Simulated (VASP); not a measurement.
HC18N: single point with PBE

System: HC18N, a slab with vacuum.

```
C N H
1.0
     7.39800    0.00000    0.00000
    -3.69900    6.40686    0.00000
     0.00000    0.00000   12.00000
C N H
18 1 1
Direct
  0.01438 0.99830 0.08084
  0.23736 0.10906 0.07620
  0.01560 0.32990 0.07518
  0.23580 0.44033 0.07520
  0.01338 0.66110 0.07619
  0.23648 0.77202 0.08045
  0.34954 0.99814 0.08045
  0.56734 0.10948 0.08367
  0.34741 0.32893 0.07568
  0.57077 0.44024 0.07514
  0.34292 0.66066 0.08363
  0.56643 0.76655 0.10917
  0.68494 0.00359 0.10921
  0.90891 0.11016 0.08374
  0.68054 0.32981 0.07522
  0.90356 0.44122 0.07569
  0.68384 0.65999 0.08368
  0.90116 0.77185 0.08082
  0.63257 0.88498 0.21619
  0.50451 0.88495 0.24950
```

| Item | Value |
| --- | --- |
| Program | VASP 6.6.1 |
| Task | single point |
| Functional | PBE |
| Potentials or basis | VASP PAW PBE potentials, release 64 (C, N, H) |
| Cutoff | 520 eV |
| k mesh | 2 × 2 × 1 |
| Occupations | fermi-dirac, width 0.05 eV |
| Spin | no spin polarisation |
| Dipole correction | no |
| Further INCAR settings | LREAL = Auto; ALGO = Normal; EDIFF = 1e-07; NBANDS = 55 |

```
Largest force          : 0.090 eV/Å
Band gap on the k mesh : 0.19 eV
```

Forces on the atoms (eV/Å):
```
C    0.004 -0.006  0.007
C    0.004 -0.005 -0.003
C    0.001  0.009 -0.006
C   -0.003 -0.003 -0.003
C    0.002  0.003 -0.003
C   -0.005  0.001  0.001
C   -0.007 -0.005  0.003
C    0.018 -0.005 -0.001
C   -0.010  0.008 -0.004
C   -0.003 -0.004 -0.002
C    0.009  0.003  0.001
C    0.006 -0.041 -0.045
C    0.007  0.038 -0.042
C   -0.005 -0.005 -0.005
C    0.005  0.000 -0.005
C    0.003 -0.008 -0.001
C   -0.015  0.010 -0.003
C    0.000  0.008  0.003
N   -0.014  0.004  0.088
H    0.003  0.001  0.020
```

Levels at points of the mesh, in eV from the valence-band top:
```csv
k point,band 37,band 38,band 39,band 40,band 41,band 42
"(0.00, 0.00, 0.00)",-2.70,-0.86,0.00,0.19,1.30,3.24
"(0.50, 0.00, 0.00)",-2.35,-2.15,-1.43,1.48,2.09,2.57
"(0.00, 0.50, 0.00)",-2.42,-2.14,-0.88,0.71,2.11,2.57
"(0.50, 0.50, 0.00)",-2.35,-2.15,-1.43,1.48,2.09,2.57
```

It took 3.1 min on 1 thread of Intel(R) Xeon(R) 6975P-C (Granite Rapids), with other jobs on the host, peak memory 0.6 GiB.

Caveat: the k points lie up to 0.49 Å⁻¹ apart.
